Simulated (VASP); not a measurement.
Ti: single point with r2SCAN

Ti:

```
Ti
1.0
     2.91998    0.00000    0.00000
    -1.45999    2.52878    0.00000
     0.00000    0.00000    4.61509
Ti
2
Direct
  0.33333 0.66667 0.25000
  0.66667 0.33333 0.75000
```

```json
{"Program": "VASP 6.6.1", "Task": "single point", "Functional": "r2SCAN", "Potentials or basis": "VASP PAW PBE potentials, release 64 (Ti_sv)", "Cutoff": "520 eV", "k mesh": "18 × 18 × 10", "Occupations": "fermi-dirac, width 0.1 eV", "Spin": "no spin polarisation"}
```

* Pressure: 2.4 GPa
* Band gap on the k mesh: zero (bands 12 and 13 overlap by 1.25 eV)

Levels at points of the mesh, in eV from the Fermi level:
```csv
k point,band 8,band 9,band 10,band 11,band 12,band 13,band 14,band 15,band 16,band 17
"(0.00, 0.00, 0.00)",-33.95,-6.64,-2.89,0.66,0.89,0.89,1.02,1.44,1.44,1.87
"(0.50, 0.00, 0.00)",-34.03,-2.53,-2.33,-1.97,-0.81,0.63,0.74,1.32,3.64,3.88
"(0.00, 0.00, 0.50)",-34.01,-4.68,-4.68,0.09,0.09,0.80,0.80,0.80,0.80,3.12
"(0.50, 0.00, 0.50)",-34.12,-2.71,-2.71,-0.87,-0.87,1.31,1.31,1.96,1.96,3.78
```

It took 3 min on 1 thread of Intel(R) Xeon(R) 6975P-C (Granite Rapids), with other jobs on the host, peak memory 0.25 GiB.

Caveat: the PAW data sets were made with another functional, which shifts forces and pressure a little.
